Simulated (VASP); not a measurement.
A run of VASP 6.6.1 is set up as follows.

INCAR

```
PREC = Accurate ; ENCUT = 520
EDIFF = 1E-6 ; ISMEAR = -1
SIGMA = 0.05 ; LREAL = False
LASPH = True ; NELM = 60
ALGO = Normal ; ISIF = 2
LWAVE = False ; LCHARG = False
GGA = PS ; NBANDS = 30
```

The input KPOINTS:

```
Automatic mesh
0
Gamma
  5 5 5
```

POSCAR

```
CsPbCl3
1.0
    5.6154639533      0.0000000000      0.0000000000
    0.0000000000      5.6154639533      0.0000000000
    0.0000000000      0.0000000000      5.6154639533
Pb Cs Cl
1 1 3
Direct
    0.5000000000      0.5000000000      0.5000000000
    0.0000000000      0.0000000000      0.0000000000
    0.5000000000      0.0000000000      0.5000000000
    0.0000000000      0.5000000000      0.5000000000
    0.5000000000      0.5000000000      0.0000000000
```

Potentials or basis: VASP PAW PBE potentials, release 64 (Pb_d, Cs_sv, Cl).

Launch:

```console
$ cat potpaw_PBE.64/Pb_d/POTCAR potpaw_PBE.64/Cs_sv/POTCAR potpaw_PBE.64/Cl/POTCAR > POTCAR
$ mpirun -np 1 vasp_std > vasp.out
```

(1) Estimate the pressure.

(2) Estimate the band gap on the k mesh.

## Answers

(1) 0.0 GPa.

(2) 2.87 eV.

Caveat: the PAW data sets were made with another functional, which shifts forces and pressure a little; spin-orbit coupling is left out, which moves the levels of the heavy elements; an odd mesh through Γ misses points on the zone boundary, where band edges can lie.
